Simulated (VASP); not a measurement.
# As (Im-3m) in VASP: further runs

The runs below take As through single point, with LDA.

Everything below comes from runs of VASP 6.6.1. Logs are shortened: lines on timing, memory, paths and dates and some standing lists are left out, and cuts for length are marked.

### Step 1. The cell of the first run

Symmetry: Im-3m, No. 229, cubic system. Conventional cell: a = 3.292 Å, b = 3.292 Å, c = 3.292 Å, α = 90.00°, β = 90.00°, γ = 90.00°. As (site symmetry m-3m) has 14 As at 2.85 to 3.29 Å within 3.8 Å.

### Step 2. Single point, LDA

Input file INCAR:

```
PREC = Accurate ; ENCUT = 520
EDIFF = 1E-6 ; ISMEAR = -1
SIGMA = 0.1 ; LREAL = False
LASPH = True ; NELM = 60
ALGO = Normal ; ISIF = 2
LWAVE = False ; LCHARG = False
GGA = CA ; NBANDS = 8
```

Input file KPOINTS:

```
regular mesh
0
Gamma
  13 13 13
```

Input file POSCAR:

```
As
1.0
   -1.6459225556      1.6459225556      1.6459225556
    1.6459225556     -1.6459225556      1.6459225556
    1.6459225556      1.6459225556     -1.6459225556
As
1
Direct
    0.0000000000      0.0000000000      0.0000000000
```

Potentials or basis: VASP PAW LDA potentials, release 64 (As).

Launch:

```sh
$ cat potpaw_LDA.64/As/POTCAR > POTCAR
$ mpirun -np 1 vasp_std > vasp.out
```

OUTCAR:

```text
PREC = Accurate
   ENCUT = 520
   EDIFF = 1E-6
   ISMEAR = -1
   LREAL = False
   LASPH = True
   NELM = 60
   ISIF = 2
   GGA = CA

 ion  position               nearest neighbor table
   1  0.000  0.000  0.000-

  LATTYP: Found a body centered cubic cell.
 ALAT       =     3.2918451112

  Lattice vectors:

 A1 = (  -1.6459225556,   1.6459225556,   1.6459225556)
 A2 = (   1.6459225556,  -1.6459225556,   1.6459225556)
 A3 = (   1.6459225556,   1.6459225556,  -1.6459225556)

Analysis of symmetry for initial positions (statically):
=====================================================================
 Subroutine PRICEL returns:
 Original cell was already a primitive cell.

 Routine SETGRP: Setting up the symmetry group for a
 body centered cubic supercell.

 Subroutine GETGRP returns: Found 48 space group operations
 (whereof 48 operations were pure point group operations)
 out of a pool of 48 trial point group operations.

The static configuration has the point symmetry O_h .

Analysis of symmetry for dynamics (positions and initial velocities):
=====================================================================
 Subroutine PRICEL returns:
 Original cell was already a primitive cell.

 Routine SETGRP: Setting up the symmetry group for a
 body centered cubic supercell.

 Subroutine GETGRP returns: Found 48 space group operations
 (whereof 48 operations were pure point group operations)
 out of a pool of 48 trial point group operations.

The dynamic configuration has the point symmetry O_h .

 Subroutine INISYM returns: Found 48 space group operations
 (whereof 48 operations are pure point group operations),
 and found     1 'primitive' translations

----------------------------------------------------------------------------------------

                                     Primitive cell

  volume of cell :      17.8356

  direct lattice vectors                    reciprocal lattice vectors
    -1.645922556  1.645922556  1.645922556     0.000000000  0.303781000  0.303781000
     1.645922556 -1.645922556  1.645922556     0.303781000  0.000000000  0.303781000
     1.645922556  1.645922556 -1.645922556     0.303781000  0.303781000  0.000000000

  length of vectors
     2.850821492  2.850821492  2.850821492     0.429611210  0.429611210  0.429611210

  position of ions in fractional coordinates (direct lattice)
     0.000000000  0.000000000  0.000000000

  ion indices of the primitive-cell ions
   primitive index   ion index
                 1           1

----------------------------------------------------------------------------------------

 KPOINTS: regular mesh

Automatic generation of k-mesh.
 Grid dimensions read from file:
 generate k-points for:   13   13   13

 Generating k-lattice:

  Cartesian coordinates                     Fractional coordinates (reciprocal lattice)
     0.000000000  0.023367769  0.023367769     0.076923077  0.000000000  0.000000000
     0.023367769  0.000000000  0.023367769     0.000000000  0.076923077  0.000000000
     0.023367769  0.023367769  0.000000000     0.000000000  0.000000000  0.076923077

  Length of vectors
     0.033047016  0.033047016  0.033047016

  Shift w.r.t. Gamma in fractional coordinates (k-lattice)
     0.000000000  0.000000000  0.000000000

 Subroutine IBZKPT returns following result:
 ===========================================

 Found     84 irreducible k-points:

 Following reciprocal coordinates:
            Coordinates               Weight
  0.000000  0.000000  0.000000      1.000000
  0.076923  0.000000  0.000000     12.000000
  0.153846  0.000000  0.000000     12.000000
  0.230769  0.000000  0.000000     12.000000
  0.307692  0.000000  0.000000     12.000000
  0.384615  0.000000  0.000000     12.000000
[... 16 lines left out ...]
  0.153846  0.076923  0.076923     24.000000
  0.230769  0.076923  0.076923     24.000000
 [... further k-points ...]
   k-points           NKPTS =     84   k-points in BZ     NKDIM =     84   number of bands    NBANDS=      8
   number of dos      NEDOS =    301   number of ions     NIONS =      1
   total plane-waves  NPLWV =  13824
   dimension x,y,z NGX =    24 NGY =   24 NGZ =   24
   dimension x,y,z NGXF=    48 NGYF=   48 NGZF=   48
   ions per type =               1
   NGX,Y,Z   is equivalent  to a cutoff of  14.00, 14.00, 14.00 a.u.
   NGXF,Y,Z  is equivalent  to a cutoff of  27.99, 27.99, 27.99 a.u.
 SYSTEM =  unknown system
   PREC   = accura    normal or accurate (medium, high low for compatibility)
   ISTART =      0    job   : 0-new  1-cont  2-samecut
   ICHARG =      2    charge: 1-file 2-atom 10-const
   ISPIN  =      1    spin polarized calculation?
   LNONCOLLINEAR =      F non collinear calculations
   LSORBIT =      F    spin-orbit coupling
   LASPH  =      T    aspherical Exc in radial PAW
   ENCUT  =  520.0 eV  38.22 Ry    6.18 a.u.   5.30  5.30  5.30*2*pi/ulx,y,z
   NELM   =     60;   NELMIN=  2; NELMDL= -5     # of ELM steps
   EDIFF  = 0.1E-05   stopping-criterion for ELM
   LREAL  =      F    real-space projection
   EDIFFG = 0.1E-04   stopping-criterion for IOM
   NSW    =      0    number of steps for IOM
   IBRION =     -1    ionic relax: 0-MD 1-quasi-New 2-CG
   NFREE  =      0    steps in history (QN), initial steepest desc. (CG)
   ISIF   =      2    stress and relaxation
   ISYM   =      2    0-nonsym 1-usesym 2-fastsym
   POTIM  = 0.5000    time-step for ionic-motion
   TEBEG  =    0.0;   TEEND  =   0.0 temperature during run
   PSTRESS=    0.0 pullay stress
   NELECT =       5.0000    total number of electrons
   NUPDOWN=      -1.0000    fix difference up-down
   EMIN   =  10.00;   EMAX   =-10.00  energy-range for DOS
   EFERMI =   0.00;   METHOD = LEGACY
   ISMEAR =    -1;   SIGMA  =   0.10  broadening in eV -4-tet -1-fermi 0-gaus
   EFERMI_NEDOS =   21; number of points for ismear=-14 and -15
   IALGO  =     38    algorithm
   IMIX   =      4    mixing-type and parameters
     AMIX     =   0.40;   BMIX     =  1.00
     AMIX_MAG =   1.60;   BMIX_MAG =  1.00
  volume/ion in A,a.u.               =      17.84       120.36
  Fermi-wavevector in a.u.,A,eV,Ry     =   1.071442  2.024732 15.619332  1.147989
  Thomas-Fermi vector in A             =   2.207183
   LORBIT       =      0    0 simple, 1 ext, 2 COOP (PROOUT), +10 PAW based schemes
   GGA     = CA    functional components
   LHFCALC =     F    Hartree Fock is set to
   AEXX    =    0.0000 exact exchange contribution
   IVDW    =     0    specifies the selected vdW correction
   LEPSILON=     F    determine dielectric tensor
   LRPA    =     F    only Hartree local field effects (RPA)
 non-spin polarized calculation
  energy-cutoff  :      520.00
  volume of cell :       17.84
 maximum number of plane-waves:       490
 NGX is ok and might be reduce to    24
   NGX = 11   NGY = 11   NGZ = 11

 number of electron       5.0000001 magnetization

 Free energy of the ion-electron system (eV)
  ---------------------------------------------------
  ext. energy  EPLUGINS =         0.00000000
  ---------------------------------------------------
  free energy    TOTEN  =        -5.01632175 eV

  energy without entropy =       -4.99580142  energy(sigma->0) =       -5.00606158

 E-fermi :   7.1640     XC(G=0): -11.1726

 val. band max:        7.1556223128   @ k =   0.3077   0.1538   0.0000
 cond. band min:       7.2122902136   @ k =   0.1538   0.0769   0.0769
 fundamental gap:      0.0566679008
 Fermi energy:         7.1640131132

 k-point     1 :       0.0000    0.0000    0.0000
  band No.  band energies     occupation
      1      -8.3984      2.00000
      2      13.6175      0.00000
      3      13.6175      0.00000
      4      13.6175      0.00000
      5      20.6788      0.00000
      6      20.6788      0.00000
      7      20.6788      0.00000
      8      23.0631      0.00000

 k-point     2 :       0.0769    0.0000    0.0000
  band No.  band energies     occupation
      1      -8.2426      2.00000
      2      12.5608      0.00000
      3      13.1642      0.00000
      4      13.5147      0.00000
      5      19.9629      0.00000
      6      20.1448      0.00000
      7      21.4098      0.00000
      8      22.3795      0.00000

 k-point     3 :       0.1538    0.0000    0.0000
  band No.  band energies     occupation
      1      -7.7771      2.00000
      2      10.2095      0.00000
      3      12.1848      0.00000
      4      13.2262      0.00000
      5      18.6343      0.00000
      6      18.7463      0.00000
      7      22.3429      0.00000
      8      22.5964      0.00000

 k-point     4 :       0.2308    0.0000    0.0000
  band No.  band energies     occupation
      1      -7.0086      2.00000
      2       7.4956      0.07007
      3      11.1557      0.00000
      4      12.8203      0.00000
      5      17.2881      0.00000
      6      17.6464      0.00000
      7      22.4824      0.00000
      8      23.2906      0.00000

 k-point     5 :       0.3077    0.0000    0.0000
  band No.  band energies     occupation
      1      -5.9568      2.00000
      2       4.8282      2.00000
      3      10.2940      0.00000
      4      12.4010      0.00000
      5      16.2931      0.00000
      6      16.7907      0.00000
      7      23.1509      0.00000
      8      24.2752      0.00000

 k-point     6 :       0.3846    0.0000    0.0000
  band No.  band energies     occupation
      1      -4.6834      2.00000
      2       2.4247      2.00000
      3       9.6884      0.00000
      4      12.0667      0.00000
      5      15.6416      0.00000
      6      16.2119      0.00000
      7      24.2478      0.00000
      8      25.5202      0.00000

 k-point     7 :       0.4615    0.0000    0.0000
  band No.  band energies     occupation
      1      -3.4730      2.00000
      2       0.6364      2.00000
      3       9.3778      0.00000
      4      11.8837      0.00000
      5      15.3195      0.00000
      6      15.9207      0.00000
      7      25.5642      0.00000
      8      26.9275      0.00000

 k-point     8 :       0.0769    0.0769    0.0000
  band No.  band energies     occupation
      1      -7.9319      2.00000
      2      11.0243      0.00000
      3      12.4547      0.00000
      4      13.0674      0.00000
      5      19.1897      0.00000
      6      19.4980      0.00000
      7      21.6985      0.00000
      8      22.0057      0.00000

 k-point     9 :       0.1538    0.0769   -0.0000
  band No.  band energies     occupation
      1      -7.3146      2.00000
      2       8.7409      0.00000
      3      11.1677      0.00000
      4      12.5726      0.00000
      5      18.1412      0.00000
      6      18.7192      0.00000
      7      21.6081      0.00000
      8      23.4834      0.00000

 k-point    10 :       0.2308    0.0769   -0.0000
  band No.  band energies     occupation
      1      -6.4027      2.00000
      2       6.1594      1.99991
      3      10.0529      0.00000
      4      12.0571      0.00000
      5      17.1356      0.00000
      6      18.0773      0.00000
      7      21.8672      0.00000
      8      25.0748      0.00000
[... 78 lines left out ...]
 k-point    18 :       0.2308    0.2308    0.0000
  band No.  band energies     occupation
      1      -4.3866      2.00000
      2       3.6717      2.00000
      3       6.0585      1.99997
      4      10.7413      0.00000
      5      17.6151      0.00000
      6      19.4504      0.00000
      7      24.0687      0.00000
      8      24.7819      0.00000

 k-point    19 :       0.3077    0.2308    0.0000
  band No.  band energies     occupation
      1      -3.1746      2.00000
      2       2.2328      2.00000
      3       4.9816      2.00000
      4      10.3971      0.00000
      5      17.6372      0.00000
      6      20.2066      0.00000
      7      23.7651      0.00000
      8      25.1418      0.00000

 k-point    20 :       0.3846    0.2308    0.0000
  band No.  band energies     occupation
      1      -2.4950      2.00000
      2       1.4143      2.00000
      3       4.6774      2.00000
      4      10.2787      0.00000
      5      17.5994      0.00000
      6      20.8238      0.00000
      7      23.1684      0.00000
      8      24.9208      0.00000

 k-point    21 :       0.3077    0.3077    0.0000
  band No.  band energies     occupation
      1      -2.3004      2.00000
      2       2.1685      2.00000
      3       3.3162      2.00000
      4      10.1629      0.00000
      5      18.2008      0.00000
      6      20.8944      0.00000
      7      22.4373      0.00000
      8      27.0257      0.00000

 k-point    22 :       0.0769    0.0769    0.0769
  band No.  band energies     occupation
      1      -7.4687      2.00000
      2       9.2687      0.00000
      3      11.8531      0.00000
      4      11.8531      0.00000
      5      19.1027      0.00000
      6      19.1027      0.00000
      7      22.5443      0.00000
      8      23.0513      0.00000

 k-point    23 :       0.1538    0.0769    0.0769
  band No.  band energies     occupation
      1      -6.7052      2.00000
      2       7.2123      0.76320
      3      10.1298      0.00000
      4      11.1345      0.00000
      5      18.8982      0.00000
      6      18.9509      0.00000
      7      23.4522      0.00000
      8      23.5771      0.00000

 k-point    24 :       0.2308    0.0769    0.0769
  band No.  band energies     occupation
      1      -5.6631      2.00000
      2       4.8968      2.00000
      3       8.8542      0.00000
      4      10.4865      0.00000
      5      18.3871      0.00000
      6      18.6891      0.00000
      7      23.8902      0.00000
      8      24.5444      0.00000

 [... further k-points ...]

------------------------ aborting loop because EDIFF is reached ----------------------------------------

  FORCE on cell =-STRESS in cart. coord.  units (eV):
  Direction    XX          YY          ZZ          XY          YZ          ZX
  --------------------------------------------------------------------------------------
  -------------------------------------------------------------------------------------
  Total        0.0299605      0.0299605      0.0299605      0.0000000     -0.0000000      0.0000000
  in kB        2.6913561      2.6913561      2.6913561      0.0000000     -0.0000000      0.0000000
  external PRESSURE =       2.6913561 kB  Pullay stress =       0.0000000 kB

 VOLUME and BASIS-vectors are now :
 -----------------------------------------------------------------------------
  energy-cutoff  :      520.00
  volume of cell :       17.84
      direct lattice vectors                 reciprocal lattice vectors
    -1.645922556  1.645922556  1.645922556     0.000000000  0.303781000  0.303781000
     1.645922556 -1.645922556  1.645922556     0.303781000  0.000000000  0.303781000
     1.645922556  1.645922556 -1.645922556     0.303781000  0.303781000  0.000000000

 POSITION                                       TOTAL-FORCE (eV/Angst)
 -----------------------------------------------------------------------------------
      0.00000      0.00000      0.00000        -0.000000      0.000000      0.000000
 -----------------------------------------------------------------------------------
    total drift:                               -0.000000     -0.000000     -0.000000

  FREE ENERGIE OF THE ION-ELECTRON SYSTEM (eV)
  ---------------------------------------------------
  free  energy   TOTEN  =        -5.0163217464 eV

  energy  without entropy=       -4.9958014207  energy(sigma->0) =       -5.00606158
```

Run time: 19 s. Hardware: 1 thread of AMD EPYC 7R43 (Zen 3), shared host; peak memory 0.09 GiB.

Results:

| Property | Result |
| --- | --- |
| Free energy | -5.0163 eV |
| Pressure | 0.3 GPa |

### Step 3. Single point, LDA (volume scaled by 0.88)

Input file INCAR:

```
SYSTEM = As
ALGO     = Normal         ! electronic algorithm
EDIFF    = 1E-6           ! SCF threshold, eV
ENCUT    = 520            ! plane-wave cutoff, eV
ISIF     = 2              ! what is computed and relaxed
ISMEAR   = -1             ! smearing method
LASPH    = .True.         ! aspherical terms in the spheres
LCHARG   = .False.        ! write CHGCAR
LREAL    = .False.        ! projectors in reciprocal space
LWAVE    = .False.        ! write WAVECAR
NBANDS   = 8              ! bands
NELM     = 60             ! most SCF steps
PREC     = Accurate       ! precision mode
SIGMA    = 0.1            ! smearing width, eV
```

Input file KPOINTS:

```
k-points
0
Gamma
  15 15 15
  0 0 0
```

Input file POSCAR:

```
As
1.0
   -1.5772612032      1.5772612032      1.5772612032
    1.5772612032     -1.5772612032      1.5772612032
    1.5772612032      1.5772612032     -1.5772612032
As
1
Direct
    0.0000000000      0.0000000000      0.0000000000
```

Potentials or basis: VASP PAW LDA potentials, release 64 (As).

Launch:

```sh
$ cat potpaw_LDA.64/As/POTCAR > POTCAR
$ mpirun -np 1 vasp_std > vasp.out
```

Wall time 14 s (1 thread of AMD EPYC 7R43 (Zen 3), shared host); peak memory 0.08 GiB.

Results (log left out):

| Property | Result |
| --- | --- |
| Free energy | -4.9094 eV |
| Pressure | 17.2 GPa |

Levels at points of the mesh, in eV from the Fermi level:
| k point | band 1 | band 2 | band 3 | band 4 | band 5 | band 6 | band 7 | band 8 |
| --- | --- | --- | --- | --- | --- | --- | --- | --- |
| (0.00, 0.00, 0.00) | -16.92 | 7.60 | 7.60 | 7.60 | 14.12 | 14.12 | 14.12 | 17.05 |

(Part 1 of 2 ends here.)
